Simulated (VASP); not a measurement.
Crystal: Ta.

```
CELL_PARAMETERS angstrom
0.00000 2.89987 2.89987
2.89987 0.00000 2.89987
2.89987 2.89987 0.00000
ATOMIC_POSITIONS crystal
Ta 0.12500 0.12500 0.12500
Ta 0.87500 0.87500 0.87500
```

- Program: VASP 6.6.1
- Task: relaxation of cell and atoms
- Functional: BLYP
- Potentials or basis: VASP PAW PBE potentials, release 64 (Ta_pv)
- Cutoff: 600 eV
- k mesh: 9 × 9 × 9
- Occupations: fermi-dirac, width 0.1 eV
- Spin: no spin polarisation

At the start: pressure 18.8 GPa; volume 24.39 Å³/atom.

Where does the relaxation end?

Over 4 steps the energy falls by 282.1 meV/atom and the volume is 30.00 Å³/atom (+23.0 %); space group Fd-3m (No. 227, to 0.05 Å).

Step by step:
| step | energy change (eV) | largest force (eV/Å) | pressure (GPa) | volume (Å³) |
| --- | --- | --- | --- | --- |
| 1 | 0.0000 | 0.0000 | 18.79 | 48.77 |
| 2 | -0.2154 | 0.0000 | -8.18 | 71.87 |
| 3 | -0.5640 | 0.0000 | -0.23 | 60.24 |
| 4 | -0.5642 | 0.0000 | 0.02 | 60.00 |

Final structure:
```
Ta
1.0
     0.00000    3.10722    3.10722
     3.10722    0.00000    3.10722
     3.10722    3.10722    0.00000
Ta
2
Direct
  0.12500 0.12500 0.12500
  0.87500 0.87500 0.87500
```

Caveat: the volume moved by over 15 % at a fixed basis, so the end points are rough; the PAW data sets were made with another functional, which shifts forces and pressure a little.
